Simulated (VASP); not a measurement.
# BN (F-43m) in VASP: further runs

The runs below take BN through single point, with PBE.

All numbers are computed with VASP 6.6.1; they aren't measurements. Logs are shortened: lines on timing, memory, paths and dates and some standing lists are left out, and cuts for length are marked.

## (1) The cell of the first run

Symmetry: F-43m, No. 216, cubic system. Conventional cell: a = 3.512 Å, b = 3.512 Å, c = 3.512 Å, α = 90.00°, β = 90.00°, γ = 90.00°. B (site symmetry -43m) has 4 N at 1.52 Å within 2.0 Å. N (site symmetry -43m) has 4 B at 1.52 Å within 2.0 Å.

## (2) Single point, PBE (volume scaled by 0.91)

File INCAR:

```
SYSTEM = BN
PREC = Accurate
ENCUT = 600
EDIFF = 1E-6
ISMEAR = 0
SIGMA = 0.02
LREAL = .FALSE.
LASPH = .TRUE.
NELM = 120
ALGO = Normal
ISIF = 2
LWAVE = .FALSE.
LCHARG = .FALSE.
GGA = PE
NBANDS = 11
GGA_COMPAT = .FALSE.
```

File KPOINTS:

```
Automatic mesh
0
G
  12 12 12
  0 0 0
```

File POSCAR:

```
BN
1.0
    0.0000000000      1.7562429881      1.7562429881
    1.7562429881      0.0000000000      1.7562429881
    1.7562429881      1.7562429881      0.0000000000
B N
1 1
Direct
    0.0000000000      0.0000000000      0.0000000000
    0.7500000000      0.7500000000      0.7500000000
```

Potentials or basis: VASP PAW PBE potentials, release 64 (B, N).

Run with:

```sh
> cat potpaw_PBE.64/B/POTCAR potpaw_PBE.64/N/POTCAR > POTCAR
> mpirun -np 1 vasp_std > vasp.out
```

OUTCAR:

```text
SYSTEM = BN
   PREC = Accurate
   ENCUT = 600
   EDIFF = 1E-6
   ISMEAR = 0
   LREAL = .FALSE.
   LASPH = .TRUE.
   NELM = 120
   ISIF = 2
   GGA = PE

 ion  position               nearest neighbor table
   1  0.000  0.000  0.000-   2 1.52   2 1.52   2 1.52   2 1.52
   2  0.750  0.750  0.750-   1 1.52   1 1.52   1 1.52   1 1.52

  LATTYP: Found a face centered cubic cell.
 ALAT       =     3.5124859762

  Lattice vectors:

 A1 = (   0.0000000000,   1.7562429881,   1.7562429881)
 A2 = (   1.7562429881,   0.0000000000,   1.7562429881)
 A3 = (   1.7562429881,   1.7562429881,   0.0000000000)

Analysis of symmetry for initial positions (statically):
=====================================================================
 Subroutine PRICEL returns:
 Original cell was already a primitive cell.

 Routine SETGRP: Setting up the symmetry group for a
 face centered cubic supercell.

 Subroutine GETGRP returns: Found 24 space group operations
 (whereof 24 operations were pure point group operations)
 out of a pool of 48 trial point group operations.

The static configuration has the point symmetry T_d .

Analysis of symmetry for dynamics (positions and initial velocities):
=====================================================================
 Subroutine PRICEL returns:
 Original cell was already a primitive cell.

 Routine SETGRP: Setting up the symmetry group for a
 face centered cubic supercell.

 Subroutine GETGRP returns: Found 24 space group operations
 (whereof 24 operations were pure point group operations)
 out of a pool of 48 trial point group operations.

The dynamic configuration has the point symmetry T_d .

 Subroutine INISYM returns: Found 24 space group operations
 (whereof 24 operations are pure point group operations),
 and found     1 'primitive' translations

----------------------------------------------------------------------------------------

                                     Primitive cell

  volume of cell :      10.8339

  direct lattice vectors                    reciprocal lattice vectors
     0.000000000  1.756242988  1.756242988    -0.284698646  0.284698646  0.284698646
     1.756242988  0.000000000  1.756242988     0.284698646 -0.284698646  0.284698646
     1.756242988  1.756242988  0.000000000     0.284698646  0.284698646 -0.284698646

  length of vectors
     2.483702653  2.483702653  2.483702653     0.493112519  0.493112519  0.493112519

  position of ions in fractional coordinates (direct lattice)
     0.000000000  0.000000000  0.000000000
     0.750000000  0.750000000  0.750000000

  ion indices of the primitive-cell ions
   primitive index   ion index
                 1           1
                 2           2

----------------------------------------------------------------------------------------

 KPOINTS: Automatic mesh

Automatic generation of k-mesh.
 Grid dimensions read from file:
 generate k-points for:   12   12   12

 Generating k-lattice:

  Cartesian coordinates                     Fractional coordinates (reciprocal lattice)
    -0.023724887  0.023724887  0.023724887     0.083333333  0.000000000  0.000000000
     0.023724887 -0.023724887  0.023724887     0.000000000  0.083333333  0.000000000
     0.023724887  0.023724887 -0.023724887     0.000000000  0.000000000  0.083333333

  Length of vectors
     0.041092710  0.041092710  0.041092710

  Shift w.r.t. Gamma in fractional coordinates (k-lattice)
     0.000000000  0.000000000  0.000000000

 Subroutine IBZKPT returns following result:
 ===========================================

 Found     72 irreducible k-points:

 Following reciprocal coordinates:
            Coordinates               Weight
  0.000000  0.000000  0.000000      1.000000
  0.083333  0.000000  0.000000      8.000000
  0.166667  0.000000  0.000000      8.000000
  0.250000  0.000000  0.000000      8.000000
  0.333333  0.000000  0.000000      8.000000
  0.416667  0.000000  0.000000      8.000000
[... 16 lines left out ...]
  0.500000  0.166667  0.000000     24.000000
 -0.416667  0.166667  0.000000     24.000000
 [... further k-points ...]
   k-points           NKPTS =     72   k-points in BZ     NKDIM =     72   number of bands    NBANDS=     11
   number of dos      NEDOS =    301   number of ions     NIONS =      2
   total plane-waves  NPLWV =   8000
   dimension x,y,z NGX =    20 NGY =   20 NGZ =   20
   dimension x,y,z NGXF=    40 NGYF=   40 NGZF=   40
   ions per type =               1   1
   NGX,Y,Z   is equivalent  to a cutoff of  13.39, 13.39, 13.39 a.u.
   NGXF,Y,Z  is equivalent  to a cutoff of  26.77, 26.77, 26.77 a.u.
 SYSTEM =  BN
   PREC   = accura    normal or accurate (medium, high low for compatibility)
   ISTART =      0    job   : 0-new  1-cont  2-samecut
   ICHARG =      2    charge: 1-file 2-atom 10-const
   ISPIN  =      1    spin polarized calculation?
   LNONCOLLINEAR =      F non collinear calculations
   LSORBIT =      F    spin-orbit coupling
   LASPH  =      T    aspherical Exc in radial PAW
   ENCUT  =  600.0 eV  44.10 Ry    6.64 a.u.   4.96  4.96  4.96*2*pi/ulx,y,z
   NELM   =    120;   NELMIN=  2; NELMDL= -5     # of ELM steps
   EDIFF  = 0.1E-05   stopping-criterion for ELM
   LREAL  =      F    real-space projection
   EDIFFG = 0.1E-04   stopping-criterion for IOM
   NSW    =      0    number of steps for IOM
   IBRION =     -1    ionic relax: 0-MD 1-quasi-New 2-CG
   NFREE  =      0    steps in history (QN), initial steepest desc. (CG)
   ISIF   =      2    stress and relaxation
   ISYM   =      2    0-nonsym 1-usesym 2-fastsym
   POTIM  = 0.5000    time-step for ionic-motion
   TEBEG  =    0.0;   TEEND  =   0.0 temperature during run
   PSTRESS=    0.0 pullay stress
   NELECT =       8.0000    total number of electrons
   NUPDOWN=      -1.0000    fix difference up-down
   EMIN   =  10.00;   EMAX   =-10.00  energy-range for DOS
   EFERMI =   0.00;   METHOD = LEGACY
   ISMEAR =     0;   SIGMA  =   0.02  broadening in eV -4-tet -1-fermi 0-gaus
   EFERMI_NEDOS =   21; number of points for ismear=-14 and -15
   IALGO  =     38    algorithm
   IMIX   =      4    mixing-type and parameters
     AMIX     =   0.40;   BMIX     =  1.00
     AMIX_MAG =   1.60;   BMIX_MAG =  1.00
  volume/ion in A,a.u.               =       5.42        36.56
  Fermi-wavevector in a.u.,A,eV,Ry     =   1.479711  2.796248 29.790562  2.189545
  Thomas-Fermi vector in A             =   2.593835
   LORBIT       =      0    0 simple, 1 ext, 2 COOP (PROOUT), +10 PAW based schemes
   GGA     = PE    functional components
   LHFCALC =     F    Hartree Fock is set to
   AEXX    =    0.0000 exact exchange contribution
   IVDW    =     0    specifies the selected vdW correction
   LEPSILON=     F    determine dielectric tensor
   LRPA    =     F    only Hartree local field effects (RPA)
 non-spin polarized calculation
 Gauss-broadening in eV      SIGMA  =   0.02
  energy-cutoff  :      600.00
  volume of cell :       10.83
 maximum number of plane-waves:       372
   NGX =  9   NGY =  9   NGZ =  9

 number of electron       8.0000000 magnetization

 Free energy of the ion-electron system (eV)
  ---------------------------------------------------
  ext. energy  EPLUGINS =         0.00000000
  ---------------------------------------------------
  free energy    TOTEN  =       -17.32095365 eV

  energy without entropy =      -17.32095365  energy(sigma->0) =      -17.32095365

 E-fermi :   8.5975     XC(G=0): -13.2535

 val. band max:        8.5040169219   @ k =   0.0000   0.0000   0.0000
 cond. band min:      13.0496180008   @ k =   0.5000   0.5000   0.0000
 fundamental gap:      4.5456010789
 Fermi energy:         8.5974560048

 k-point     1 :       0.0000    0.0000    0.0000
  band No.  band energies     occupation
      1     -12.7428      2.00000
      2       8.5040      2.00000
      3       8.5040      2.00000
      4       8.5040      2.00000
      5      17.7357      0.00000
      6      17.7357      0.00000
      7      17.7357      0.00000
      8      20.2944      0.00000
      9      34.9164      0.00000
     10      37.3471      0.00000
     11      37.3471      0.00000

 k-point     2 :       0.0833    0.0000    0.0000
  band No.  band energies     occupation
      1     -12.5618      2.00000
      2       7.5358      2.00000
      3       8.3051      2.00000
      4       8.3051      2.00000
      5      18.0376      0.00000
      6      18.0376      0.00000
      7      18.0583      0.00000
      8      20.8004      0.00000
      9      34.4750      0.00000
     10      34.9795      0.00000
     11      34.9795      0.00000

 k-point     3 :       0.1667    0.0000    0.0000
  band No.  band energies     occupation
      1     -12.0250      2.00000
      2       5.3026      2.00000
      3       7.8235      2.00000
      4       7.8235      2.00000
      5      18.5855      0.00000
      6      18.7322      0.00000
      7      18.7322      0.00000
      8      22.0256      0.00000
      9      33.3254      0.00000
     10      33.3254      0.00000
     11      33.6415      0.00000

 k-point     4 :       0.2500    0.0000    0.0000
  band No.  band energies     occupation
      1     -11.1534      2.00000
      2       2.6708      2.00000
      3       7.2715      2.00000
      4       7.2715      2.00000
      5      19.0607      0.00000
      6      19.3758      0.00000
      7      19.3758      0.00000
      8      23.2519      0.00000
      9      32.9330      0.00000
     10      32.9330      0.00000
     11      33.0645      0.00000
[... 239 lines left out ...]
 k-point    22 :       0.4167    0.1667    0.0000
  band No.  band energies     occupation
      1      -9.0259      2.00000
      2      -0.2272      2.00000
      3       5.1564      2.00000
      4       5.2742      2.00000
      5      17.4306      0.00000
      6      21.9146      0.00000
      7      22.1316      0.00000
      8      23.2297      0.00000
      9      29.9928      0.00000
     10      36.4349      0.00000
     11      38.2528      0.00000

 k-point    23 :       0.5000    0.1667    0.0000
  band No.  band energies     occupation
      1      -7.9298      2.00000
      2      -1.9541      2.00000
      3       4.5212      2.00000
      4       5.3575      2.00000
      5      17.7697      0.00000
      6      21.8368      0.00000
      7      21.9438      0.00000
      8      24.6381      0.00000
      9      30.3708      0.00000
     10      36.6820      0.00000
     11      37.4569      0.00000

 k-point    24 :      -0.4167    0.1667    0.0000
  band No.  band energies     occupation
      1      -7.7116      2.00000
      2      -2.2630      2.00000
      3       4.0816      2.00000
      4       5.7037      2.00000
      5      18.2375      0.00000
      6      21.4017      0.00000
      7      21.8253      0.00000
      8      25.3459      0.00000
      9      30.6701      0.00000
     10      34.9518      0.00000
     11      36.9828      0.00000

 [... further k-points ...]

------------------------ aborting loop because EDIFF is reached ----------------------------------------

  FORCE on cell =-STRESS in cart. coord.  units (eV):
  Direction    XX          YY          ZZ          XY          YZ          ZX
  --------------------------------------------------------------------------------------
  -------------------------------------------------------------------------------------
  Total        2.8335315      2.8335315      2.8335315      0.0000000     -0.0000000     -0.0000000
  in kB      419.0393571    419.0393571    419.0393571      0.0000000     -0.0000000     -0.0000000
  external PRESSURE =     419.0393571 kB  Pullay stress =       0.0000000 kB

 VOLUME and BASIS-vectors are now :
 -----------------------------------------------------------------------------
  energy-cutoff  :      600.00
  volume of cell :       10.83
      direct lattice vectors                 reciprocal lattice vectors
     0.000000000  1.756242988  1.756242988    -0.284698646  0.284698646  0.284698646
     1.756242988  0.000000000  1.756242988     0.284698646 -0.284698646  0.284698646
     1.756242988  1.756242988  0.000000000     0.284698646  0.284698646 -0.284698646

 POSITION                                       TOTAL-FORCE (eV/Angst)
 -----------------------------------------------------------------------------------
      0.00000      0.00000      0.00000         0.000000      0.000000      0.000000
      2.63436      2.63436      2.63436        -0.000000     -0.000000     -0.000000
 -----------------------------------------------------------------------------------
    total drift:                               -0.000000     -0.000000     -0.000000

  FREE ENERGIE OF THE ION-ELECTRON SYSTEM (eV)
  ---------------------------------------------------
  free  energy   TOTEN  =       -17.3209536471 eV

  energy  without entropy=      -17.3209536471  energy(sigma->0) =      -17.32095365
```

Wall time 14 s (1 thread of Intel Xeon 8259CL, shared host); peak memory 0.13 GiB.

Results:

```
Free energy            : -17.3210 eV
Pressure               : 41.9 GPa
Band gap on the k mesh : 4.55 eV, indirect (least direct gap 9.23 eV)
```

Caveat: the cell differs from its parent crystal (volume scaled by 0.91).

## (3) Single point, PBE (volume scaled by 0.88)

File INCAR:

```
SYSTEM = BN
PREC = Accurate
ENCUT = 600
EDIFF = 1E-6
ISMEAR = 0
SIGMA = 0.02
LREAL = .False.
LASPH = .True.
NELM = 120
ALGO = Normal
ISIF = 2
LWAVE = .False.
LCHARG = .False.
GGA = PE
NBANDS = 11
GGA_COMPAT = .False.
```

File KPOINTS:

```
Automatic mesh
0
Gamma
  12 12 12
  0 0 0
```

File POSCAR:

```
BN
1.0
    0.0000000000      1.7367275618      1.7367275618
    1.7367275618      0.0000000000      1.7367275618
    1.7367275618      1.7367275618      0.0000000000
B N
1 1
Direct
    0.0000000000      0.0000000000      0.0000000000
    0.7500000000      0.7500000000      0.7500000000
```

Potentials or basis: VASP PAW PBE potentials, release 64 (B, N).

Run with:

```sh
> cat potpaw_PBE.64/B/POTCAR potpaw_PBE.64/N/POTCAR > POTCAR
> mpirun -np 1 vasp_std > vasp.out
```

Run time: 15 s. Hardware: 1 thread of Intel Xeon 8259CL, shared host; peak memory 0.12 GiB.

It converged, with:

| Item | Value |
| --- | --- |
| Free energy | -17.2061 eV |
| Pressure | 60.4 GPa |
| Band gap on the k mesh | 4.58 eV, indirect (least direct gap 9.39 eV) |

Levels at points of the mesh, in eV from the valence-band top:
```tsv
k point	band 2	band 3	band 4	band 5	band 6	band 7
(0.00, 0.00, 0.00)	0.00	0.00	0.00	9.39	9.39	9.39
(0.50, 0.00, 0.00)	-11.85	-2.18	-2.18	11.36	11.36	11.77
(0.50, 0.50, 0.00)	-9.74	-5.53	-5.53	4.58	9.90	19.83
```

Caveat: the cell differs from its parent crystal (volume scaled by 0.88).

## (4) Single point, PBE

This run uses another cell than the first one, of 5.95 Å³/atom, 1.099 times its volume.

File INCAR:

```
  ALGO = Normal
  EDIFF = 1E-6
  ENCUT = 600
  GGA = PE
  GGA_COMPAT = False
  ISIF = 2
  ISMEAR = 0
  LASPH = True
  LCHARG = False
  LREAL = False
  LWAVE = False
  NBANDS = 11
  NELM = 120
  PREC = Accurate
  SIGMA = 0.02
```

File KPOINTS:

```
k-points
0
Gamma
  12 12 12
```

File POSCAR:

```
BN
1.0
    0.0000000000      1.8123308055      1.8123308055
    1.8123308055      0.0000000000      1.8123308055
    1.8123308055      1.8123308055      0.0000000000
B N
1 1
Direct
    0.0000000000      0.0000000000      0.0000000000
    0.7500000000      0.7500000000      0.7500000000
```

Run with:

```sh
> cat potpaw_PBE.64/B/POTCAR potpaw_PBE.64/N/POTCAR > POTCAR
> mpirun -np 1 vasp_std > vasp.out
```

Run time: 17 s. Hardware: 1 thread of Intel Xeon 8259CL, shared host; peak memory 0.12 GiB.

Results (log left out):

| Property | Result |
| --- | --- |
| Free energy | -17.4546 eV |
| Pressure | 0.0 GPa |
| Band gap on the k mesh | 4.45 eV, indirect (least direct gap 8.78 eV) |

Levels at points of the mesh, in eV from the valence-band top:
```tsv
k point	band 2	band 3	band 4	band 5	band 6	band 7
(0.00, 0.00, 0.00)	0.00	0.00	0.00	8.78	8.78	8.78
(0.50, 0.00, 0.00)	-10.62	-1.92	-1.92	10.04	10.66	10.66
(0.50, 0.50, 0.00)	-8.86	-4.86	-4.86	4.45	9.19	17.80
```

A k mesh can miss the band edges. Expect the measured gap to be larger: semilocal functionals such as PBE lack the derivative discontinuity.

(Part 1 of 2 ends here.)
